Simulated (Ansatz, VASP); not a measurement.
# Two plane-wave programs on SnO

```
Sn O
1.0
     3.83895    0.00000    0.00000
     0.00000    3.83895    0.00000
     0.00000    0.00000    4.91928
Sn O
2 2
Direct
  0.50000 0.00000 0.76463
  0.00000 0.50000 0.23537
  0.00000 0.00000 0.00000
  0.50000 0.50000 0.00000
```

Alike in both runs: task single point; functional b88 exchange, pbe correlation; k mesh 7 × 7 × 6; occupations fermi-dirac, width 0.05 eV; no spin polarisation.

|  | VASP | Ansatz |
| --- | --- | --- |
| version | VASP 6.6.1 | Ansatz 0.2.0 |
| potentials or method | VASP PAW PBE potentials, release 64 (Sn_d, O) | Ansatz PAW |
| plane-wave cutoff (eV) | 600 | 420 |
| valence electrons in the cell | 40 | 40 |

Ansatz gave:

| Item | Value |
| --- | --- |
| gap on the k mesh at the Fermi level (eV) | 0.46 |
| least direct gap on the mesh (eV) | 2.06 |
| pressure (GPa) | 1.4 |
| traceless stress, the component that is largest in VASP (GPa) | -0.29 |
| rms of the force components (eV/Å) | 0.027 |

Estimate VASP's values.

gap on the k mesh at the Fermi level (eV): 0.47; least direct gap on the mesh (eV): 2.03; pressure (GPa): 1.6; traceless stress, the component that is largest in VASP (GPa): -0.26; rms of the force components (eV/Å): 0.059.

VASP's potentials were made for PBE, not for b88 exchange, pbe correlation. Atom by atom the forces differ by 0.032 eV/Å (rms over components). The functional is the same, so the differences come from potentials, cutoffs and numerics.

Noted on Ansatz's run: odd divisions of the mesh miss points on the zone boundary, where band edges often lie, so the gap on the mesh can be too wide.
